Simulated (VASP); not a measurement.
Input of a VASP 6.6.1 run:

The input INCAR:

```
PREC = Accurate ; ENCUT = 520
EDIFF = 1E-6 ; ISMEAR = 0
SIGMA = 0.15 ; LREAL = F
LASPH = T ; NELM = 150
ALGO = Normal ; ISIF = 2
LWAVE = F ; LCHARG = F
ISPIN = 2 ; MAGMOM = 4.46 0.26
LORBIT = 11 ; LMAXMIX = 4
GGA = PE ; NBANDS = 20
```

Contents of KPOINTS:

```
regular mesh
0
Gamma
  20 20 20
```

The input POSCAR:

```
MnO
1.0
    0.0000000000      2.2220000000      2.2220000000
    2.2220000000      0.0000000000      2.2220000000
    2.2220000000      2.2220000000      0.0000000000
Mn O
1 1
Direct
    0.0000000000      0.0000000000      0.0000000000
    0.5000000000      0.5000000000      0.5000000000
```

Potentials or basis: VASP PAW PBE potentials, release 64 (Mn_pv, O).

The run is started by

```console
$ cat potpaw_PBE.64/Mn_pv/POTCAR potpaw_PBE.64/O/POTCAR > POTCAR
$ mpirun -np 1 vasp_std > vasp.out
```

(1) What does it give for the pressure?

(2) Estimate the site moments.

Answers

(1) 0.0 GPa.

(2) Mn +4.32; O +0.20 μB.

Caveat: a cell with one magnetic atom can't hold antiferromagnetic order, which such compounds often take.
